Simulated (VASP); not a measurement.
Crystal: ErO.

```
Er O
1.0
     0.00000    2.71382    2.71382
     2.71382    0.00000    2.71382
     2.71382    2.71382    0.00000
Er O
1 1
Direct
  0.75000 0.75000 0.75000
  0.00000 0.00000 0.00000
```

The cell was built from a structure type or drawn by symmetry, and may not be a known phase.

```yaml
Program: VASP 6.6.1
Task: relaxation of cell and atoms
Functional: PBE
Potentials_or_basis: VASP PAW PBE potentials, release 64 (Er_3, O), 4f in core
Cutoff: 600 eV
k_mesh: 6 × 6 × 6
Occupations: gaussian, width 0.1 eV
Spin: no spin polarisation
```

At the start: pressure -10.5 GPa; volume 19.99 Å³/atom.

Where does the relaxation end?

Over 3 steps the energy falls by 82.0 meV/atom and the volume is 17.76 Å³/atom (-11.1 %); space group F-43m (No. 216, to 0.1 Å) before and after.

The path:
| step | energy change (eV) | largest force (eV/Å) | pressure (GPa) | volume (Å³) |
| --- | --- | --- | --- | --- |
| 1 | 0.0000 | 0.0000 | -10.54 | 39.97 |
| 2 | -0.0830 | 0.0000 | 10.43 | 32.84 |
| 3 | -0.1640 | 0.0000 | -0.09 | 35.52 |

Final structure:
```yaml
crystal:
  lattice:
    - [0.00000, 2.60905, 2.60905]
    - [2.60905, 0.00000, 2.60905]
    - [2.60905, 2.60905, 0.00000]
  atoms:
    - { symbol: Er, position: [0.75000, 0.75000, 0.75000] }
    - { symbol: O, position: [0.00000, 0.00000, 0.00000] }
```

Caveat: an odd number of electrons without spin polarisation forces a metal; a magnetic or distorted state may lie lower; the run has no spin polarisation, though such a crystal can be magnetic.
